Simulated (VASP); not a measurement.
Wanted: the native input for a VASP 6.6.1 run.

```yaml
Task: single point
Functional: PBEsol
Potentials_or_basis: VASP PAW PBE potentials, release 64 (N, B)
Cutoff: 520 eV
k_mesh: 12 × 12 × 4
Occupations: fermi-dirac, width 0.05 eV
Spin: no spin polarisation
Dipole_correction: no
Further_INCAR_settings: ALGO = Normal; EDIFF = 1e-06; NBANDS = 16
```

The structure of BN lies in POSCAR:

```
BN
1.0
    2.4814727834      0.0000000000      0.0000000000
   -1.2407363917      2.1490184693      0.0000000000
    0.0000000000      0.0000000000      6.5911637588
N B
2 2
Direct
    0.6666666667      0.3333333333      0.2500000000
    0.3333333333      0.6666666667      0.7500000000
    0.6666666667      0.3333333333      0.7500000000
    0.3333333333      0.6666666667      0.2500000000
```

This cell differs from its parent crystal: volume scaled by 0.98.

One way to write it, as run:

INCAR

```
  PREC = Accurate
  ENCUT = 520
  EDIFF = 1E-6
  ISMEAR = -1
  SIGMA = 0.05
  LREAL = False
  LASPH = True
  NELM = 80
  ALGO = Normal
  ISIF = 2
  LWAVE = False
  LCHARG = False
  GGA = PS
  NBANDS = 16
```

KPOINTS

```
Automatic mesh
0
Gamma
  12 12 4
```

Potentials or basis: VASP PAW PBE potentials, release 64 (N, B).

The run is started by

```bash
$ cat potpaw_PBE.64/N/POTCAR potpaw_PBE.64/B/POTCAR > POTCAR
$ mpirun -np 1 vasp_std > vasp.out
```

Results of the run:

| Property | Result |
| --- | --- |
| Pressure | 7.7 GPa |
| Band gap on the k mesh | 4.20 eV, indirect (least direct gap 4.64 eV) |

Caveat: the PAW data sets were made with another functional, which shifts forces and pressure a little; this functional lacks dispersion, which binds the layers, so the pressure and a relaxed spacing across them are unreliable.

Run time: 65 s on 1 thread of AMD EPYC 7R13, with other jobs on the host, peak memory 0.12 GiB.
